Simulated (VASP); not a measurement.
Set up this calculation in VASP 6.6.1, as the native input.

```yaml
Task: single point
Functional: PBE
Potentials_or_basis: VASP PAW PBE potentials, release 64 (Mg, S)
Cutoff: 520 eV
k_mesh: 6 × 6 × 1
Occupations: gaussian, width 0.1 eV
Spin: no spin polarisation
Dipole_correction: no
Further_INCAR_settings: ALGO = Normal; EDIFF = 1e-06; NBANDS = 26
```

The structure of MgS lies in POSCAR:

```
MgS
1.0
    4.0362770393     -0.0003984430     -0.0004237762
   -2.0184466515      3.5009195309     -0.0003688750
   -0.0015377682     -0.0021735638     13.0836949032
Mg S
4 4
Direct
   -0.0014754537     -0.0004862344      0.0949505958
    0.0017466676      0.0011834718      0.5948851278
    0.3323905689      0.6663360386      0.3439816905
    0.6672128126      0.3328368642      0.8438033281
   -0.0008289888     -0.0001872807      0.4058637570
    0.0002944676     -0.0008632076      0.9056966066
    0.3317220377      0.6660714238      0.1555122794
    0.6689378883      0.3351089244      0.6553066150
```

The input as run:

INCAR

```
SYSTEM = MgS
ALGO = Normal ; EDIFF = 1E-6
ENCUT = 520 ; GGA = PE
ISIF = 2 ; ISMEAR = 0
LASPH = .TRUE. ; LCHARG = .FALSE.
LREAL = .FALSE. ; LWAVE = .FALSE.
NBANDS = 26 ; NELM = 60
PREC = Accurate ; SIGMA = 0.1
```

KPOINTS

```
k-points
0
G
  6 6 1
  0 0 0
```

Potentials or basis: VASP PAW PBE potentials, release 64 (Mg, S).

Run with:

```console
$ cat potpaw_PBE.64/Mg/POTCAR potpaw_PBE.64/S/POTCAR > POTCAR
$ mpirun -np 1 vasp_std > vasp.out
```

Results of the run:

```
Pressure               : -0.1 GPa
Largest force          : 0.020 eV/Å
Band gap on the k mesh : 3.37 eV
```

Caveat: the k points lie up to 0.48 Å⁻¹ apart.

Wall time 2.1 min on 1 thread of Intel(R) Xeon(R) Platinum 8488C (Sapphire Rapids), on a shared host, peak memory 0.31 GiB.
